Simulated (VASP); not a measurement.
Write the native input for VASP 6.6.1 that does the following.

| Property | Result |
| --- | --- |
| Task | single point |
| Functional | BLYP |
| Potentials or basis | VASP PAW PBE potentials, release 64 (Al) |
| Cutoff | 520 eV |
| k mesh | 13 × 13 × 13 |
| Occupations | fermi-dirac, width 0.1 eV |
| Spin | no spin polarisation |
| Dipole correction | no |
| Further INCAR settings | ALGO = Normal; EDIFF = 1e-06; NBANDS = 8 |

The structure of Al lies in POSCAR:

```
Al
1.0
    2.7880337154      0.0000000000      0.0000000000
    0.0000000000      2.7880337154      0.0000000000
    0.0000000000      0.0000000000      2.7880337154
Al
1
Direct
    0.0000000000      0.0000000000      0.0000000000
```

The input as run:

INCAR

```
AGGAC = 1.0
AGGAX = 1.0
ALDAC = 0.0
ALDAX = 1.0
ALGO = Normal
EDIFF = 1E-6
ENCUT = 520
GGA = B5
ISIF = 2
ISMEAR = -1
LASPH = T
LCHARG = F
LREAL = F
LWAVE = F
NBANDS = 8
NELM = 80
PREC = Accurate
SIGMA = 0.1
```

KPOINTS

```
k-points
0
Gamma
  13 13 13
```

Potentials or basis: VASP PAW PBE potentials, release 64 (Al).

The run is started by

```bash
$ cat potpaw_PBE.64/Al/POTCAR > POTCAR
$ mpirun -np 1 vasp_std > vasp.out
```

Results of the run:

| Property | Result |
| --- | --- |
| Pressure | 0.0 GPa |

Caveat: the PAW data sets were made with another functional, which shifts forces and pressure a little.

Wall time 12 s on 1 thread of AMD EPYC 7R43 64-Core Processor (Zen 3), on a shared host, peak memory 0.1 GiB.
